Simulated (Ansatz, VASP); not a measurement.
# One calculation of Cs4I, two programs

File INCAR:

```
ALGO = Normal
EDIFF = 1E-7
ENCUT = 520
GGA = PE
ISIF = 2
ISMEAR = 0
LASPH = T
LCHARG = F
LREAL = F
LWAVE = F
NBANDS = 30
NELM = 80
PREC = Accurate
SIGMA = 0.1
```

File KPOINTS:

```
k-points
0
Gamma
  6 6 6
```

File POSCAR:

```
Cs4I
1.0
    7.9115510465      0.0000000000      0.0000000000
    0.0000000000      7.9115510465      0.0000000000
    0.0000000000      0.0000000000      7.9115510465
Cs I
4 1
Direct
    0.5000000000      0.5000000000      0.5000000000
    0.5000000000      0.0000000000      0.0000000000
    0.0000000000      0.5000000000      0.0000000000
    0.0000000000      0.0000000000      0.5000000000
    0.0000000000      0.0000000000      0.0000000000
```

Input for Ansatz:

```yaml
crystal:
  lattice:
    - [7.9115510465, 0.0, 0.0]
    - [0.0, 7.9115510465, 0.0]
    - [0.0, 0.0, 7.9115510465]
  atoms:
    - { symbol: Cs, position: [0.5, 0.5, 0.5] }
    - { symbol: Cs, position: [0.5, 0.0, 0.0] }
    - { symbol: Cs, position: [0.0, 0.5, 0.0] }
    - { symbol: Cs, position: [0.0, 0.0, 0.5] }
    - { symbol: I, position: [0.0, 0.0, 0.0] }
basis:
  ecutwfc: 420
kpoints:
  mp_grid: { grid: [6, 6, 6] }
hamiltonian:
  xc: pbe
scf:
  occupations: { method: gaussian, width: 0.1 }
output:
  forces: true
  stress: true
  eigenvalues: true
```

Alike in both runs: task single point; functional PBE; k mesh 6 × 6 × 6; occupations gaussian, width 0.1 eV; no spin polarisation.

|  | VASP | Ansatz |
| --- | --- | --- |
| version | VASP 6.6.1 | Ansatz 0.2.0 |
| potentials or method | VASP PAW PBE potentials, release 64 (Cs_sv, I), cutoff 520 eV | scalar-relativistic, plane waves, PAW |
| valence electrons in the cell | 43 | 53 |

```tsv
	VASP	Ansatz	Ansatz less VASP
gap on the k mesh at the Fermi level (eV)	none	none	-
pressure (GPa)	-0.1	-0.1	0.00
```

A gap of «none» marks a metal or a gap that the smearing closes. VASP's potentials hold 43 valence electrons a cell and Ansatz's 53, so a difference there can come from the potentials and not from the codes.

Neither program's run includes spin-orbit coupling.
